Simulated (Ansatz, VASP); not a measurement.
# CdF2: VASP beside Ansatz

File INCAR:

```
SYSTEM = CdF2
  PREC = Accurate
  ENCUT = 520
  EDIFF = 1E-6
  ISMEAR = 0
  SIGMA = 0.05
  LREAL = .FALSE.
  LASPH = .TRUE.
  NELM = 80
  ALGO = Normal
  ISIF = 2
  LWAVE = .FALSE.
  LCHARG = .FALSE.
  GGA = PS
  NBANDS = 20
```

File KPOINTS:

```
Automatic mesh
0
G
  8 8 8
  0 0 0
```

POSCAR

```
CdF2
1.0
    0.0000000000      2.6940000000      2.6940000000
    2.6940000000      0.0000000000      2.6940000000
    2.6940000000      2.6940000000      0.0000000000
Cd F
1 2
Direct
   -0.0185597624      0.0185597624     -0.0185597624
    0.2500000000      0.2500000000      0.2500000000
    0.7500000000      0.7500000000      0.7500000000
```

Input for Ansatz:

```yaml
crystal:
  lattice:
    - [0.0, 2.694, 2.694]
    - [2.694, 0.0, 2.694]
    - [2.694, 2.694, 0.0]
  atoms:
    - { symbol: Cd, position: [-0.0185597624, 0.0185597624, -0.0185597624] }
    - { symbol: F, position: [0.25, 0.25, 0.25] }
    - { symbol: F, position: [0.75, 0.75, 0.75] }
basis:
  ecutwfc: 420
kpoints:
  mp_grid: { grid: [8, 8, 8] }
hamiltonian:
  xc: pbesol
scf:
  occupations: { method: gaussian, width: 0.05 }
output:
  forces: true
  stress: true
  eigenvalues: true
```

Change from the starting cell: all Cd atoms moved -0.100 Å, as atom 1 along Cartesian [0 1 0].

Alike in both runs: task single point; functional PBEsol; k mesh 8 × 8 × 8; occupations gaussian, width 0.05 eV; no spin polarisation.

```csv
,VASP,Ansatz
version,VASP 6.6.1,Ansatz 0.2.0
potentials or method,"VASP PAW PBE potentials, release 64 (Cd, F), cutoff 520 eV","scalar-relativistic, plane waves, PAW"
valence electrons in the cell,26,34
```

Ansatz gave:

| Quantity | Value |
| --- | --- |
| gap on the k mesh at the Fermi level (eV) | 2.93 |
| least direct gap on the mesh (eV) | 3.42 |
| pressure (GPa) | 0.3 |
| traceless stress, the component that is largest in VASP (GPa) | -0.25 |
| rms of the force components (eV/Å) | 0.195 |

Question: Estimate VASP's values.

Answer: gap on the k mesh at the Fermi level (eV): 2.90; least direct gap on the mesh (eV): 3.39; pressure (GPa): 1.1; traceless stress, the component that is largest in VASP (GPa): -0.29; rms of the force components (eV/Å): 0.218.

VASP's potentials were made for PBE, not for PBEsol. Atom by atom the forces differ by 0.024 eV/Å (rms over components). With one functional, cell and mesh, what is left measures potentials, basis and numerics. VASP's potentials hold 26 valence electrons a cell and Ansatz's 34, so a difference there can come from the potentials and not from the codes.
